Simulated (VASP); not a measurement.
Here is a VASP 6.6.1 calculation.

Contents of INCAR:

```
PREC = Accurate
ENCUT = 520
EDIFF = 1E-6
ISMEAR = -1
SIGMA = 0.02
LREAL = Auto
LASPH = T
NELM = 150
ALGO = Normal
ISIF = 2
LWAVE = F
LCHARG = F
ISPIN = 2
MAGMOM = 0 0 0 0 0 0 0 0 0 0 0 0 0 0 0 0 0 0 1
LORBIT = 11
GGA = PE
NBANDS = 56
```

File KPOINTS:

```
regular mesh
0
Gamma
  2 2 1
```

POSCAR

```
BC18
1.0
    7.3980000000      0.0000000000      0.0000000000
   -3.6990000000      6.4068560000      0.0000000000
    0.0000000000      0.0000000000     11.0000000000
C B
18 1
Direct
   -0.0087636627      0.0284851103      0.0951727273
    0.2275824740      0.1494336692      0.0687363636
   -0.0014074377      0.3679339757      0.0723363636
    0.2267103154      0.4816715094      0.0878818182
    0.0141901976      0.7118624174      0.1091818182
    0.2219620301      0.8017504998      0.1264545455
    0.3354486897      0.0363204667      0.0983000000
    0.5557972139      0.1529299238      0.1007909091
    0.3435322708      0.3786568638      0.0549636364
    0.5627283827      0.4859325697      0.0795818182
    0.3263964967      0.6915872621      0.0972636364
    0.5646224311      0.8206209099      0.0935818182
    0.6734078967      0.0444367721      0.0869363636
    0.8828577479      0.1267860554      0.0773272727
    0.6714158347      0.3793280199      0.0987090909
    0.8985844639      0.4879772544      0.0818454545
    0.6669517907      0.7032466470      0.1095454545
    0.8895703972      0.8106628274      0.1209909091
    0.1405717158      0.2626249131      0.2027818182
```

Potentials or basis: VASP PAW PBE potentials, release 64 (C, B).

Run with:

```console
$ cat potpaw_PBE.64/C/POTCAR potpaw_PBE.64/B/POTCAR > POTCAR
$ mpirun -np 1 vasp_std > vasp.out
```

Problem. Estimate the largest force.

Solution. 7.628 eV/Å.

Problem. Estimate the net moment.

Solution. 0.00 μB per cell.

Forces on the atoms (eV/Å):
```
C    4.669  0.110 -0.083
C   -0.409 -0.997  1.413
C    0.811 -1.185  0.260
C   -0.450 -3.469 -1.737
C   -3.190 -3.584  0.203
C    1.108  4.447 -3.099
C    0.111 -0.683  0.933
C    1.376  0.694 -1.234
C    0.417 -1.729  1.359
C   -1.175  0.639  1.359
C    2.524  5.125  1.442
C   -2.635 -1.710  0.579
C   -2.477 -3.185  1.311
C   -2.662  7.086 -0.940
C    1.453 -1.549 -2.114
C   -1.096 -0.741  2.052
C    0.821  0.352 -1.782
C    0.580  0.210 -1.099
B    0.224  0.168  1.178
```

Caveat: the k points lie up to 0.49 Å⁻¹ apart; the atoms stand as in a frame of molecular dynamics; there is no dipole correction, which matters where the two faces differ.
